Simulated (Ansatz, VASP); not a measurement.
One calculation of Hf, two programs

```
Hf
1.0
     0.00000    2.19780    2.22000
     2.19780    0.00000    2.22000
     2.19780    2.19780    0.00000
Hf
1
Direct
  0.00000 0.00000 0.00000
```

Change from the starting cell: equal xx and yy strain of -1 %.

Alike in both runs: task single point; functional PBE; k mesh 13 × 13 × 13; occupations fermi-dirac, width 0.03 eV; no spin polarisation.

|  | VASP | Ansatz |
| --- | --- | --- |
| version | VASP 6.6.1 | Ansatz 0.2.0 |
| potentials or method | VASP PAW PBE potentials, release 64 (Hf_pv), cutoff 520 eV | all-electron LAPW, scalar-relativistic |

|  | VASP | Ansatz | Ansatz less VASP |
| --- | --- | --- | --- |
| pressure (GPa) | 5.2 | 5.7 | +0.46 |
| traceless stress, the component that is largest in VASP (GPa) | -0.24 | -0.25 | -0.012 |

Ansatz ran all-electron here, and VASP with PAW potentials.

Spin-orbit coupling is off throughout.
